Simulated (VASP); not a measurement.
Ce, 1 atom in the cell. The structure is cubic, space group Im-3m (No. 229). Conventional cell: a = 3.963 Å, b = 3.963 Å, c = 3.963 Å, α = 90.00°, β = 90.00°, γ = 90.00°. Ce (site symmetry m-3m) has 14 Ce at 3.43 to 3.96 Å within 4.5 Å. This isn't the form of Ce at room conditions, which is fcc.

- Program: VASP 6.6.1
- Task: single point
- Functional: LDA
- Potentials or basis: VASP PAW LDA potentials, release 64 (Ce)
- Cutoff: 520 eV
- k mesh: 10 × 10 × 10
- Occupations: fermi-dirac, width 0.05 eV
- Spin: collinear spin, ferromagnetic start
- Starting moments: [1.0] μB
- Dipole correction: no
- Further INCAR settings: ALGO = Normal; EDIFF = 1e-06; NBANDS = 16

Potentials or basis: VASP PAW LDA potentials, release 64 (Ce).

Command:

```sh
$ cat potpaw_LDA.64/Ce/POTCAR > POTCAR
$ mpirun -np 1 vasp_std > vasp.out
```

Hardware: 1 thread of Intel Xeon 8259CL, with other jobs on the host.

Q: Estimate the wall time of this run.

A: Run time: 2.7 min on 1 thread of Intel Xeon 8259CL (shared host), peak memory 0.19 GiB. Counts: scf iterations 32, k points 47.
